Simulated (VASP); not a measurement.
Crystal: NaI.

```
Na I
1.0
     4.04054    0.00000    0.00000
     0.00000    4.04054    0.00000
     0.00000    0.00000    4.04054
Na I
1 1
Direct
  0.00000 0.00000 0.00000
  0.50000 0.50000 0.50000
```

Base run:

| Item | Value |
| --- | --- |
| Program | VASP 6.6.1 |
| Functional | PBE |
| Potentials or basis | VASP PAW PBE potentials, release 64 (Na_pv, I) |
| Cutoff | 520 eV |
| k mesh | 4 × 4 × 4 |
| Occupations | gaussian, width 0.01 eV |
| Spin | no spin polarisation |

Its results: band gap on the k mesh 2.29 eV (least direct gap 2.78 eV); pressure 0.5 GPa.

Q: The run is repeated on the same cell with these changes: functional from PBE to HF. What comes out?

A: Band gap on the k mesh 9.26 eV (least direct gap 9.50 eV); pressure 2.2 GPa.

Caveats: the structure was generated, so it needn't be the stable form of NaI; spin-orbit coupling is left out, which moves the levels of the heavy elements; the PAW data sets were made with another functional, which shifts forces and pressure a little (at least some runs).

A k mesh can miss the band edges.
